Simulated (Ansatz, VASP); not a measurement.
**Two plane-wave programs on Ni**

```
Ni
1.0
     0.00000    2.64829    2.64829
     2.64829    0.00000    2.64829
     2.64829    2.64829    0.00000
Ni
2
Direct
  0.12500 0.12500 0.12500
  0.87500 0.87500 0.87500
```

Alike in both runs: task single point; functional PBE; k mesh 17 × 17 × 17; occupations fermi-dirac, width 0.05 eV; collinear spin.

|  | VASP | Ansatz |
| --- | --- | --- |
| version | VASP 6.6.1 | Ansatz 0.2.0 |
| potentials or method | VASP PAW PBE potentials, release 64 (Ni), cutoff 520 eV | plane waves (420 eV) with PAW, scalar-relativistic |
| valence electrons in the cell | 20 | 36 |

|  | VASP | Ansatz | Ansatz less VASP |
| --- | --- | --- | --- |
| pressure (GPa) | -7.7 | -7.8 | -0.14 |
| net moment per atom (μB) | 0.80 | 0.81 | +0.012 |
| size of the moment on the site where the two differ most (μB) | 0.82 | 0.86 | +0.041 |

Site moments also hang on the region over which each program counts them. VASP's potentials hold 20 valence electrons a cell and Ansatz's 36, so a difference there can come from the potentials and not from the codes.
